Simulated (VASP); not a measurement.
# Si (R-3m) in VASP: single point with HSE06

Aim: the single point of Si with HSE06.

All numbers are computed with VASP 6.6.1; they aren't measurements. Logs are shortened: lines on timing, memory, paths and dates and some standing lists are left out, and cuts for length are marked.

**1. The cell of the first run**

The structure is trigonal, space group R-3m (No. 166). The conventional cell has a = 3.696 Å, b = 3.696 Å, c = 9.604 Å, α = 90.00°, β = 90.00°, γ = 120.00°. Si (site symmetry 3m) has 4 Si at 2.30 to 2.35 Å within 3.0 Å.

**2. Single point, HSE06 (epitaxial 111 strain -4.0%)**

The input, POSCAR:

```
Si
1.0
    0.1060954022      2.7193295421      2.7193295421
    2.7193295421      0.1060954022      2.7193295421
    2.7193295421      2.7193295421      0.1060954022
Si
2
Direct
    0.0026859546      0.0026859546      0.0026859546
    0.2473140454      0.2473140454      0.2473140454
```

The input, INCAR.step1:

```
PREC = Accurate
ENCUT = 520
EDIFF = 1E-5
ISMEAR = -1
SIGMA = 0.02
LREAL = False
LASPH = True
NELM = 100
ALGO = Normal
ISIF = 2
LWAVE = True
LCHARG = False
GGA = PE
NBANDS = 11
```

The input, INCAR.step2:

```
PREC = Accurate
ENCUT = 520
EDIFF = 1E-6
ISMEAR = -1
SIGMA = 0.02
LREAL = False
LASPH = True
NELM = 100
ALGO = Normal
ISIF = 2
LWAVE = False
LCHARG = False
GGA = PE
LHFCALC = True
HFSCREEN = 0.2079
PRECFOCK = Normal
ISTART = 1
NBANDS = 11
```

The input, KPOINTS:

```
regular mesh
0
Gamma
  6 6 6
```

Potentials or basis: VASP PAW PBE potentials, release 64 (Si).

Command:

```bash
> cat potpaw_PBE.64/Si/POTCAR > POTCAR
> cp INCAR.step1 INCAR
> mpirun -np 1 vasp_std > vasp.out
> cp INCAR.step2 INCAR
> mpirun -np 1 vasp_std > vasp.out
```

OUTCAR:

```text
PREC = Accurate
   ENCUT = 520
   EDIFF = 1E-6
   ISMEAR = -1
   LREAL = False
   LASPH = True
   NELM = 100
   ISIF = 2
   GGA = PE
   LHFCALC = True
   HFSCREEN = 0.2079
   PRECFOCK = Normal
   ISTART = 1

 ion  position               nearest neighbor table
   1  0.003  0.003  0.003-   2 2.30   2 2.30   2 2.30   2 2.35
   2  0.247  0.247  0.247-   1 2.30   1 2.30   1 2.30   1 2.35

  LATTYP: Found a trigonal (rhomboedric) cell.
 ALAT       =     3.8471759190
 COS(alpha) =     0.5386053491

  Lattice vectors:

 A1 = (   0.1060954022,   2.7193295421,   2.7193295421)
 A2 = (   2.7193295421,   0.1060954022,   2.7193295421)
 A3 = (   2.7193295421,   2.7193295421,   0.1060954022)

Analysis of symmetry for initial positions (statically):
=====================================================================
 Subroutine PRICEL returns:
 Original cell was already a primitive cell.

 Routine SETGRP: Setting up the symmetry group for a
 trigonal (rhombohedral) supercell.

 Subroutine GETGRP returns: Found 12 space group operations
 (whereof  6 operations were pure point group operations)
 out of a pool of 12 trial point group operations.

The static configuration has the point symmetry C_3v.
 The point group associated with its full space group is D_3d.

Analysis of symmetry for dynamics (positions and initial velocities):
=====================================================================
 Subroutine PRICEL returns:
 Original cell was already a primitive cell.

 Routine SETGRP: Setting up the symmetry group for a
 trigonal (rhombohedral) supercell.

 Subroutine GETGRP returns: Found 12 space group operations
 (whereof  6 operations were pure point group operations)
 out of a pool of 12 trial point group operations.

The dynamic configuration has the point symmetry C_3v.
 The point group associated with its full space group is D_3d.

 Subroutine INISYM returns: Found 12 space group operations
 (whereof  6 operations are pure point group operations),
 and found     1 'primitive' translations

----------------------------------------------------------------------------------------

                                     Primitive cell

  volume of cell :      37.8651
[... 100 lines left out ...]
   NELECT =       8.0000    total number of electrons
   NUPDOWN=      -1.0000    fix difference up-down
   EMIN   =  10.00;   EMAX   =-10.00  energy-range for DOS
   EFERMI =   0.00;   METHOD = LEGACY
   ISMEAR =    -1;   SIGMA  =   0.02  broadening in eV -4-tet -1-fermi 0-gaus
   EFERMI_NEDOS =   21; number of points for ismear=-14 and -15
   IALGO  =     38    algorithm
   IMIX   =      1    mixing-type and parameters
     AMIX     =   0.40;   BMIX     =  1.00
     AMIX_MAG =   1.60;   BMIX_MAG =  1.00
  volume/ion in A,a.u.               =      18.93       127.76
  Fermi-wavevector in a.u.,A,eV,Ry     =   0.975046  1.842570 12.935263  0.950715
  Thomas-Fermi vector in A             =   2.105554
   LORBIT       =      0    0 simple, 1 ext, 2 COOP (PROOUT), +10 PAW based schemes
   GGA     = PE    functional components
   LHFCALC =     T    Hartree Fock is set to
   PRECFOCK=normal    Normal, Fast or Accurate (Low or Medium for compatibility)
   ENCUT4O =  -1.0   cutoff for four orbital integrals eV
   NKREDX  =     1    reduce k-point grid by
   NKREDY  =     1    reduce k-point grid by
   NKREDZ  =     1    reduce k-point grid by
   AEXX    =    0.2500 exact exchange contribution
   HFSCREEN=    0.2079 screening length (either q_TF or 0.3 A-1)
   HFSCREENC=   0.2079 screening length for correlation (either q_TF or 0.3 A-1)
   ENCUTFOCK=  -1.0 apply spherical cutoff to Coloumb kernel
   IVDW    =     0    specifies the selected vdW correction
   LEPSILON=     F    determine dielectric tensor
   LRPA    =     F    only Hartree local field effects (RPA)
 non-spin polarized calculation
  energy-cutoff  :      520.00
  volume of cell :       37.87
 maximum number of plane-waves:      1030
 NGX is ok and might be reduce to    30
  NGX = 24; NGY = 24; NGZ = 24

 number of electron       8.0000000 magnetization

 Free energy of the ion-electron system (eV)
  ---------------------------------------------------
  ext. energy  EPLUGINS =         0.00000000
  ---------------------------------------------------
  free energy    TOTEN  =       -12.44082286 eV

  energy without entropy =      -12.44082285  energy(sigma->0) =      -12.44082286

 E-fermi :   6.6095     XC(G=0):  -8.0218

 val. band max:        6.3072931407   @ k =   0.0000   0.0000   0.0000
 cond. band min:       6.9197835254   @ k =   0.5000   0.5000  -0.0000
 fundamental gap:      0.6124903847
 Fermi energy:         6.6094866594

 k-point     1 :       0.0000    0.0000    0.0000
  band No.  band energies     occupation
      1      -7.6563      2.00000
      2       5.5917      2.00000
      3       6.3073      2.00000
      4       6.3073      2.00000
      5       8.6967      0.00000
      6       9.6745      0.00000
      7       9.6745      0.00000
      8      11.3341      0.00000
      9      14.9155      0.00000
     10      14.9155      0.00000
     11      15.1489      0.00000
[... 309 lines left out ...]
 k-point    24 :      -0.3333    0.5000    0.1667
  band No.  band energies     occupation
      1      -2.7957      2.00000
      2      -2.4944      2.00000
      3       1.7173      2.00000
      4       1.9972      2.00000
      5       9.0989      0.00000
      6       9.9429      0.00000
      7      13.5717      0.00000
      8      14.6607      0.00000
      9      18.1394      0.00000
     10      18.1829      0.00000
     11      20.8036      0.00000

 [... further k-points ...]

------------------------ aborting loop because EDIFF is reached ----------------------------------------

  FORCE on cell =-STRESS in cart. coord.  units (eV):
  Direction    XX          YY          ZZ          XY          YZ          ZX
  --------------------------------------------------------------------------------------
  -------------------------------------------------------------------------------------
  Total        1.5079400      1.5079400      1.5079400     -0.8227687     -0.8227687     -0.8227687
  in kB       63.8051413     63.8051413     63.8051413    -34.8136355    -34.8136355    -34.8136355
  external PRESSURE =      63.8051413 kB  Pullay stress =       0.0000000 kB

 VOLUME and BASIS-vectors are now :
 -----------------------------------------------------------------------------
  energy-cutoff  :      520.00
  volume of cell :       37.87
      direct lattice vectors                 reciprocal lattice vectors
     0.106095402  2.719329542  2.719329542    -0.194994845  0.187672741  0.187672741
     2.719329542  0.106095402  2.719329542     0.187672741 -0.194994845  0.187672741
     2.719329542  2.719329542  0.106095402     0.187672741  0.187672741 -0.194994845

 POSITION                                       TOTAL-FORCE (eV/Angst)
 -----------------------------------------------------------------------------------
      0.01489      0.01489      0.01489        -0.010286     -0.010286     -0.010286
      1.37130      1.37130      1.37130         0.010286      0.010286      0.010286
 -----------------------------------------------------------------------------------
    total drift:                                0.000000      0.000000      0.000000

  FREE ENERGIE OF THE ION-ELECTRON SYSTEM (eV)
  ---------------------------------------------------
  free  energy   TOTEN  =       -12.4408228577 eV

  energy  without entropy=      -12.4408228544  energy(sigma->0) =      -12.44082286
```

OUTCAR.step1:

```text
PREC = Accurate
   ENCUT = 520
   EDIFF = 1E-5
   ISMEAR = -1
   LREAL = False
[... 561 lines left out ...]
      0.01489      0.01489      0.01489         0.020392      0.020392      0.020392
      1.37130      1.37130      1.37130        -0.020392     -0.020392     -0.020392
 -----------------------------------------------------------------------------------
    total drift:                                0.000000      0.000000      0.000000

  FREE ENERGIE OF THE ION-ELECTRON SYSTEM (eV)
  ---------------------------------------------------
  free  energy   TOTEN  =       -10.7090369409 eV

  energy  without entropy=      -10.7085923797  energy(sigma->0) =      -10.70881466
```

Wall time 24 min (1 thread of Intel Xeon Platinum 8259CL at 2.50GHz (Skylake/Cascade Lake), shared host); peak memory 0.28 GiB.

What came out:

```
Free energy            : -12.4408 eV
Pressure               : 6.4 GPa
Largest force          : 0.018 eV/Å
Band gap on the k mesh : 0.61 eV (least direct gap 2.39 eV)
```

Forces on the atoms (eV/Å):
```
Si  -0.010 -0.010 -0.010
Si   0.010  0.010  0.010
```

Stress tensor (GPa, compression positive):
```
 6.38 -3.48 -3.48
-3.48  6.38 -3.48
-3.48 -3.48  6.38
```

Levels at points of the mesh, in eV from the valence-band top:
```csv
k point,band 2,band 3,band 4,band 5,band 6,band 7
"(0.00, 0.00, 0.00)",-0.72,0.00,0.00,2.39,3.37,3.37
"(0.50, 0.00, 0.00)",-8.21,-1.88,-1.56,1.96,3.63,3.97
"(0.50, 0.50, 0.00)",-9.03,-3.82,-3.24,0.61,1.24,11.46
"(0.50, 0.50, 0.50)",-8.39,-1.21,-1.21,2.88,4.17,4.17
```

Caveat: the cell differs from its parent crystal (epitaxial 111 strain -4.0%); the cell stands under pressure; the PAW data sets were made with another functional, which shifts forces and pressure a little.
